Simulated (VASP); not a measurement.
# MoS2 (P-3m1) in VASP: further runs

MoS2 is run at these levels: LDA; tasks: single point.

Everything below comes from runs of VASP 6.6.1. Logs are shortened: lines on timing, memory, paths and dates and some standing lists are left out, and cuts for length are marked.

## 1. The cell of the first run

Symmetry: P-3m1, No. 164, trigonal system. Conventional cell: a = 3.145 Å, b = 3.145 Å, c = 6.151 Å, α = 90.00°, β = 90.00°, γ = 120.00°. Mo (site symmetry -3m) has 6 S at 2.36 Å within 3.1 Å. S (site symmetry 3m) has 3 Mo at 2.36 Å within 3.1 Å.

## 2. Single point, LDA

The input, INCAR:

```
SYSTEM = MoS2
PREC = Accurate
ENCUT = 520
EDIFF = 1E-7
ISMEAR = -1
SIGMA = 0.1
LREAL = .False.
LASPH = .True.
NELM = 60
ALGO = Normal
ISIF = 2
LWAVE = .False.
LCHARG = .False.
GGA = CA
NBANDS = 20
```

The input, KPOINTS:

```
Automatic mesh
0
Gamma
  10 10 5
  0 0 0
```

The input, POSCAR:

```
MoS2
1.0
    3.1446678412      0.0000000000      0.0000000000
   -1.5723339206      2.7233696910      0.0000000000
    0.0000000000      0.0000000000      6.1505398695
Mo S
1 2
Direct
    0.0000000000      0.0000000000      0.5000000000
    0.3333333333      0.6666666667      0.2553200000
    0.6666666667      0.3333333333      0.7446800000
```

Potentials or basis: VASP PAW LDA potentials, release 64 (Mo_sv, S).

The run is started by

```bash
$ cat potpaw_LDA.64/Mo_sv/POTCAR potpaw_LDA.64/S/POTCAR > POTCAR
$ mpirun -np 1 vasp_std > vasp.out
```

OUTCAR:

```text
SYSTEM = MoS2
   PREC = Accurate
   ENCUT = 520
   EDIFF = 1E-7
   ISMEAR = -1
   LREAL = .False.
   LASPH = .True.
   NELM = 60
   ISIF = 2
   GGA = CA

 ion  position               nearest neighbor table
   1  0.000  0.000  0.500-   2 2.36   3 2.36   3 2.36   2 2.36   3 2.36   2 2.36
   2  0.333  0.667  0.255-   1 2.36   1 2.36   1 2.36
   3  0.667  0.333  0.745-   1 2.36   1 2.36   1 2.36

  LATTYP: Found a hexagonal cell.
 ALAT       =     3.1446678412
 C/A-ratio  =     1.9558631245

  Lattice vectors:

 A1 = (   3.1446678412,   0.0000000000,   0.0000000000)
 A2 = (  -1.5723339206,   2.7233696910,   0.0000000000)
 A3 = (   0.0000000000,   0.0000000000,   6.1505398695)

Analysis of symmetry for initial positions (statically):
=====================================================================
 Subroutine PRICEL returns:
 Original cell was already a primitive cell.

 Routine SETGRP: Setting up the symmetry group for a
 hexagonal supercell.

 Subroutine GETGRP returns: Found 12 space group operations
 (whereof 12 operations were pure point group operations)
 out of a pool of 24 trial point group operations.

The static configuration has the point symmetry D_3d.

Analysis of symmetry for dynamics (positions and initial velocities):
=====================================================================
 Subroutine PRICEL returns:
 Original cell was already a primitive cell.

 Routine SETGRP: Setting up the symmetry group for a
 hexagonal supercell.

 Subroutine GETGRP returns: Found 12 space group operations
 (whereof 12 operations were pure point group operations)
 out of a pool of 24 trial point group operations.

The dynamic configuration has the point symmetry D_3d.

 Subroutine INISYM returns: Found 12 space group operations
 (whereof 12 operations are pure point group operations),
 and found     1 'primitive' translations

----------------------------------------------------------------------------------------

                                     Primitive cell

  volume of cell :      52.6738

  direct lattice vectors                    reciprocal lattice vectors
     3.144667841  0.000000000  0.000000000     0.317998609  0.183596080  0.000000000
    -1.572333921  2.723369691  0.000000000     0.000000000  0.367192160  0.000000000
     0.000000000  0.000000000  6.150539870     0.000000000  0.000000000  0.162587354

  length of vectors
     3.144667841  3.144674297  6.150539870     0.367192914  0.367192160  0.162587354

  position of ions in fractional coordinates (direct lattice)
     0.000000000  0.000000000  0.500000000
     0.333333333  0.666666667  0.255320000
     0.666666667  0.333333333  0.744680000

  ion indices of the primitive-cell ions
   primitive index   ion index
                 1           1
                 2           2
                 3           3

----------------------------------------------------------------------------------------

 KPOINTS: Automatic mesh

Automatic generation of k-mesh.
 Grid dimensions read from file:
 generate k-points for:   10   10    5

 Generating k-lattice:

  Cartesian coordinates                     Fractional coordinates (reciprocal lattice)
     0.031799861  0.018359608  0.000000000     0.100000000 -0.000000000  0.000000000
     0.000000000  0.036719216  0.000000000     0.000000000  0.100000000  0.000000000
     0.000000000  0.000000000  0.032517471     0.000000000  0.000000000  0.200000000

  Length of vectors
     0.036719291  0.036719216  0.032517471

  Shift w.r.t. Gamma in fractional coordinates (k-lattice)
     0.000000000  0.000000000  0.000000000

 Subroutine IBZKPT returns following result:
 ===========================================

 Found     58 irreducible k-points:

 Following reciprocal coordinates:
            Coordinates               Weight
  0.000000  0.000000  0.000000      1.000000
  0.100000  0.000000  0.000000      6.000000
  0.200000  0.000000  0.000000      6.000000
  0.300000  0.000000  0.000000      6.000000
  0.400000 -0.000000  0.000000      6.000000
  0.500000  0.000000  0.000000      3.000000
[... 16 lines left out ...]
  0.000000  0.400000  0.200000      6.000000
  0.500000  0.000000  0.200000      6.000000
 [... further k-points ...]
   k-points           NKPTS =     58   k-points in BZ     NKDIM =     58   number of bands    NBANDS=     20
   number of dos      NEDOS =    301   number of ions     NIONS =      3
   total plane-waves  NPLWV =  27648
   dimension x,y,z NGX =    24 NGY =   24 NGZ =   48
   dimension x,y,z NGXF=    48 NGYF=   48 NGZF=   96
   ions per type =               1   2
   NGX,Y,Z   is equivalent  to a cutoff of  12.69, 12.69, 12.97 a.u.
   NGXF,Y,Z  is equivalent  to a cutoff of  25.38, 25.38, 25.95 a.u.
 SYSTEM =  MoS2
   PREC   = accura    normal or accurate (medium, high low for compatibility)
   ISTART =      0    job   : 0-new  1-cont  2-samecut
   ICHARG =      2    charge: 1-file 2-atom 10-const
   ISPIN  =      1    spin polarized calculation?
   LNONCOLLINEAR =      F non collinear calculations
   LSORBIT =      F    spin-orbit coupling
   LASPH  =      T    aspherical Exc in radial PAW
   ENCUT  =  520.0 eV  38.22 Ry    6.18 a.u.   5.85  5.85 11.44*2*pi/ulx,y,z
   NELM   =     60;   NELMIN=  2; NELMDL= -5     # of ELM steps
   EDIFF  = 0.1E-06   stopping-criterion for ELM
   LREAL  =      F    real-space projection
   EDIFFG = 0.1E-05   stopping-criterion for IOM
   NSW    =      0    number of steps for IOM
   IBRION =     -1    ionic relax: 0-MD 1-quasi-New 2-CG
   NFREE  =      0    steps in history (QN), initial steepest desc. (CG)
   ISIF   =      2    stress and relaxation
   ISYM   =      2    0-nonsym 1-usesym 2-fastsym
   POTIM  = 0.5000    time-step for ionic-motion
   TEBEG  =    0.0;   TEEND  =   0.0 temperature during run
   PSTRESS=    0.0 pullay stress
   NELECT =      26.0000    total number of electrons
   NUPDOWN=      -1.0000    fix difference up-down
   EMIN   =  10.00;   EMAX   =-10.00  energy-range for DOS
   EFERMI =   0.00;   METHOD = LEGACY
   ISMEAR =    -1;   SIGMA  =   0.10  broadening in eV -4-tet -1-fermi 0-gaus
   EFERMI_NEDOS =   21; number of points for ismear=-14 and -15
   IALGO  =     38    algorithm
   IMIX   =      4    mixing-type and parameters
     AMIX     =   0.40;   BMIX     =  1.00
     AMIX_MAG =   1.60;   BMIX_MAG =  1.00
  volume/ion in A,a.u.               =      17.56       118.49
  Fermi-wavevector in a.u.,A,eV,Ry     =   1.293802  2.444931 22.775105  1.673923
  Thomas-Fermi vector in A             =   2.425425
   LORBIT       =      0    0 simple, 1 ext, 2 COOP (PROOUT), +10 PAW based schemes
   GGA     = CA    functional components
   LHFCALC =     F    Hartree Fock is set to
   AEXX    =    0.0000 exact exchange contribution
   IVDW    =     0    specifies the selected vdW correction
   LEPSILON=     F    determine dielectric tensor
   LRPA    =     F    only Hartree local field effects (RPA)
 non-spin polarized calculation
  energy-cutoff  :      520.00
  volume of cell :       52.67
 maximum number of plane-waves:      1433
   NGX = 11   NGY = 11   NGZ = 23

 number of electron      26.0000001 magnetization

 Free energy of the ion-electron system (eV)
  ---------------------------------------------------
  ext. energy  EPLUGINS =         0.00000000
  ---------------------------------------------------
  free energy    TOTEN  =       -23.57454779 eV

  energy without entropy =      -23.53739960  energy(sigma->0) =      -23.55597369

 E-fermi :   7.7909     XC(G=0): -11.1355

 val. band max:        7.7848502706   @ k =   0.2000   0.2000   0.4000
 cond. band min:       7.9187364860   @ k =   0.3000   0.3000   0.4000
 fundamental gap:      0.1338862154
 Fermi energy:         7.7909117054

 k-point     1 :       0.0000    0.0000    0.0000
  band No.  band energies     occupation
      1     -53.6256      2.00000
      2     -27.9362      2.00000
      3     -27.8098      2.00000
      4     -27.8098      2.00000
      5      -7.5055      2.00000
      6      -5.7904      2.00000
[... 12 lines left out ...]
     19      14.4851      0.00000
     20      17.3575      0.00000

 k-point     2 :       0.1000    0.0000    0.0000
  band No.  band energies     occupation
      1     -53.6212      2.00000
      2     -27.9274      2.00000
      3     -27.8539      2.00000
      4     -27.8197      2.00000
      5      -7.3339      2.00000
      6      -5.7634      2.00000
[... 12 lines left out ...]
     19      14.9813      0.00000
     20      16.9174      0.00000

 k-point     3 :       0.2000    0.0000    0.0000
  band No.  band energies     occupation
      1     -53.6094      2.00000
      2     -27.9681      2.00000
      3     -27.9038      2.00000
      4     -27.8456      2.00000
      5      -6.8565      2.00000
      6      -5.6882      2.00000
[... 12 lines left out ...]
     19      15.8596      0.00000
     20      16.6818      0.00000

 k-point     4 :       0.3000    0.0000    0.0000
  band No.  band energies     occupation
      1     -53.5948      2.00000
      2     -28.1062      2.00000
      3     -27.8773      2.00000
      4     -27.8748      2.00000
      5      -6.2173      2.00000
      6      -5.5467      2.00000
[... 12 lines left out ...]
     19      15.1355      0.00000
     20      15.8622      0.00000

 k-point     5 :       0.4000   -0.0000    0.0000
  band No.  band energies     occupation
      1     -53.5829      2.00000
      2     -28.2159      2.00000
      3     -27.9029      2.00000
      4     -27.8512      2.00000
      5      -5.8234      2.00000
      6      -5.1622      2.00000
[... 12 lines left out ...]
     19      14.7304      0.00000
     20      15.7150      0.00000
[... 353 lines left out ...]
      6      -5.6685      2.00000
[... 12 lines left out ...]
     19      15.5463      0.00000
     20      15.7859      0.00000

 k-point    22 :       0.4000   -0.0000    0.2000
  band No.  band energies     occupation
      1     -53.5830      2.00000
      2     -28.2159      2.00000
      3     -27.9029      2.00000
      4     -27.8512      2.00000
      5      -5.8865      2.00000
      6      -5.0680      2.00000
[... 12 lines left out ...]
     19      14.1448      0.00000
     20      16.7790      0.00000

 k-point    23 :       0.0000    0.4000    0.2000
  band No.  band energies     occupation
      1     -53.5830      2.00000
      2     -28.2158      2.00000
      3     -27.9029      2.00000
      4     -27.8512      2.00000
      5      -5.7869      2.00000
      6      -5.2114      2.00000
[... 12 lines left out ...]
     19      14.4560      0.00000
     20      15.5740      0.00000

 k-point    24 :       0.5000    0.0000    0.2000
  band No.  band energies     occupation
      1     -53.5784      2.00000
      2     -28.2573      2.00000
      3     -27.9126      2.00000
      4     -27.8422      2.00000
      5      -5.7792      2.00000
      6      -4.8288      2.00000
[... 12 lines left out ...]
     19      14.4338      0.00000
     20      15.5836      0.00000

 [... further k-points ...]
[... 5 lines left out ...]
  --------------------------------------------------------------------------------------
  -------------------------------------------------------------------------------------
  Total        1.3374970      1.3375043      2.9737116     -0.0000000      0.0000000      0.0000000
  in kB       40.6826073     40.6828300     90.4512999     -0.0000000      0.0000000      0.0000000
  external PRESSURE =      57.2722457 kB  Pullay stress =       0.0000000 kB

 VOLUME and BASIS-vectors are now :
 -----------------------------------------------------------------------------
  energy-cutoff  :      520.00
  volume of cell :       52.67
      direct lattice vectors                 reciprocal lattice vectors
     3.144667841  0.000000000  0.000000000     0.317998609  0.183596080  0.000000000
    -1.572333921  2.723369691  0.000000000     0.000000000  0.367192160  0.000000000
     0.000000000  0.000000000  6.150539870     0.000000000  0.000000000  0.162587354

 POSITION                                       TOTAL-FORCE (eV/Angst)
 -----------------------------------------------------------------------------------
      0.00000      0.00000      3.07527         0.000000      0.000000      0.000000
     -0.00000      1.81558      1.57036        -0.000000     -0.000000     -1.216125
      1.57233      0.90779      4.58018         0.000000      0.000000      1.216125
 -----------------------------------------------------------------------------------
    total drift:                                0.000000      0.000000      0.000000

  FREE ENERGIE OF THE ION-ELECTRON SYSTEM (eV)
  ---------------------------------------------------
  free  energy   TOTEN  =       -23.5745477915 eV

  energy  without entropy=      -23.5373995983  energy(sigma->0) =      -23.55597369
```

It took 18 s on 1 thread of Intel Xeon 6975P-C (Granite Rapids), shared host; peak memory 0.18 GiB.

Results:

```
Free energy            : -23.5745 eV
Pressure               : 5.7 GPa
Largest force          : 1.216 eV/Å
Band gap on the k mesh : zero (band 13 reaches 8.22 eV, above the bottom of band 14 at 7.48 eV)
```

Forces in eV/Å, atoms in the order of the input:
```
Mo   0.000  0.000  0.000
S    0.000  0.000 -1.216
S    0.000  0.000  1.216
```

Stress tensor (GPa, compression positive):
```
4.07 0.00 0.00
0.00 4.07 0.00
0.00 0.00 9.05
```

Caveat: forces of over 1 eV/Å act on the atoms, so gaps and moduli don't describe the material at rest.

(Continued in part 2 of 2.)
